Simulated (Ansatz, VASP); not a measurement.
Two plane-wave programs on BiTe

Contents of POSCAR:

```
BiTe
1.0
    4.1497576262      0.0000000000      0.0000000000
   -2.0748788131      3.5937955239      0.0000000000
    0.0000000000      0.0000000000      4.4405072890
Bi Te
1 1
Direct
    0.0000000000      0.0000000000      0.0000000000
    0.6666666667      0.3333333333      0.5000000000
```

File INCAR.step1:

```
SYSTEM = BiTe
PREC = Accurate
ENCUT = 550
ISMEAR = 0
SIGMA = 0.05
LREAL = .FALSE.
LASPH = .TRUE.
NELM = 120
NBANDS = 18
GGA = PE
ALGO = Normal
EDIFF = 1E-5
LWAVE = .TRUE.
LCHARG = .FALSE.
GGA_COMPAT = .FALSE.
```

Contents of INCAR.step2:

```
SYSTEM = BiTe
PREC = Accurate
ENCUT = 550
EDIFF = 1E-6
ISMEAR = 0
SIGMA = 0.05
LREAL = .FALSE.
LASPH = .TRUE.
NELM = 120
ALGO = Normal
ISIF = 2
LWAVE = .FALSE.
LCHARG = .FALSE.
METAGGA = R2SCAN
LMIXTAU = .TRUE.
NBANDS = 18
ISTART = 1
GGA_COMPAT = .FALSE.
```

Contents of KPOINTS:

```
Automatic mesh
0
G
  10 10 8
  0 0 0
```

Input for Ansatz:

```yaml
crystal:
  lattice:
    - [4.1497576262, 0.0, 0.0]
    - [-2.0748788131, 3.5937955239, 0.0]
    - [0.0, 0.0, 4.440507289]
  atoms:
    - { symbol: Bi, position: [0.0, 0.0, 0.0] }
    - { symbol: Te, position: [0.6666666667, 0.3333333333, 0.5] }
basis:
  ecutwfc: 500
  ecutrho_ratio: 4
kpoints:
  mp_grid: { grid: [10, 10, 8] }
hamiltonian:
  xc: r2scan
scf:
  occupations: { method: gaussian, width: 0.05 }
output:
  forces: true
  stress: true
  eigenvalues: true
  populations: true
  write_density: true
  write_potential: true
  elf: true
  volumetric_format: npy
```

Alike in both runs: task single point; functional r2SCAN; k mesh 10 × 10 × 8; occupations gaussian, width 0.05 eV; no spin polarisation.

```csv
,VASP,Ansatz
version,VASP 6.6.1,Ansatz 0.2.0
potentials or method,"VASP PAW PBE potentials, release 64 (Bi_d, Te), cutoff 550 eV","scalar-relativistic, plane waves, PAW"
valence electrons in the cell,21,31
```

```csv
,VASP,Ansatz,Ansatz less VASP
gap on the k mesh at the Fermi level (eV),none,none,-
pressure (GPa),-0.6,-0.6,+0.01
"traceless stress, the component that is largest in VASP (GPa)",-0.38,-0.38,+0.002
```

VASP's potentials were made for PBE, not for r2SCAN. A gap of «none» marks a metal or a gap that the smearing closes. VASP's potentials hold 21 valence electrons a cell and Ansatz's 31, so a difference there can come from the potentials and not from the codes.

Spin-orbit coupling is off throughout.
